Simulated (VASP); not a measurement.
BaTe:

```
CELL_PARAMETERS angstrom
0.00000 3.91416 3.91416
3.91416 0.00000 3.91416
3.91416 3.91416 0.00000
ATOMIC_POSITIONS crystal
Ba 0.00000 0.00000 0.00000
Te 0.25000 0.25000 0.25000
```

Program: VASP 6.6.1. Alike in all runs: task single point; potentials or basis VASP PAW PBE potentials, release 64 (Ba_sv, Te); no spin polarisation; cell as given; k mesh 4 × 4 × 4; cutoff (eV) 520.

**Question.** Order these runs on this cell by their band gap on the k mesh, lowest first.
A. level PBE-based screened hybrid with 50 % exact exchange; smearing gaussian 0.01 eV; grid for exact exchange (PRECFOCK) Normal; share of exact exchange 0.5; screening parameter 0.2078 1/Å
B. level HSE06; smearing methfessel-paxton 0.5 eV; grid for exact exchange (PRECFOCK) Normal; share of exact exchange 0.25; screening parameter 0.2079 1/Å
C. level PBE; smearing gaussian 0.01 eV
D. level PBE-based global hybrid with 75 % exact exchange; smearing gaussian 0.01 eV; grid for exact exchange (PRECFOCK) Normal; share of exact exchange 0.75

**Answer.** C (2.58 eV), B (3.29 eV), A (4.06 eV), D (6.99 eV).

Caveats: the structure was generated, so it needn't be the stable form of BaTe; spin-orbit coupling is left out, which moves the levels of the heavy elements.

A k mesh can miss the band edges.
